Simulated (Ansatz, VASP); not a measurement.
## One calculation of Ba, two programs

```
Ba
1.0
     3.85895    0.00000    0.00000
     0.00000    3.85895    0.00000
     0.00000    0.00000    4.03525
Ba
1
Direct
  0.00000 0.00000 0.00000
```

Change from the starting cell: strain -0.015 along x and y, +0.030 along z, atoms carried along.

Alike in both runs: task single point; functional LDA; k mesh 12 × 12 × 12; occupations gaussian, width 0.15 eV; no spin polarisation.

```csv
,VASP,Ansatz
version,VASP 6.6.1,Ansatz 0.2.0
potentials or method,"VASP PAW LDA potentials, release 64 (Ba_sv), cutoff 520 eV","scalar-relativistic, plane waves, PAW"
valence electrons in the cell,10,10
```

Ansatz gave:

| Property | Result |
| --- | --- |
| gap on the k mesh at the Fermi level (eV) | none |
| pressure (GPa) | -1.1 |
| traceless stress, the component that is largest in VASP (GPa) | -0.76 |

**Question.** Which values does VASP return?

**Answer.** gap on the k mesh at the Fermi level (eV): none; pressure (GPa): -1.0; traceless stress, the component that is largest in VASP (GPa): -0.79.

LDA's correlation is that of Perdew and Zunger in VASP and of Perdew and Wang (1992) in Ansatz. A gap of «none» marks a metal or a gap that the smearing closes.

Neither program's run includes spin-orbit coupling.
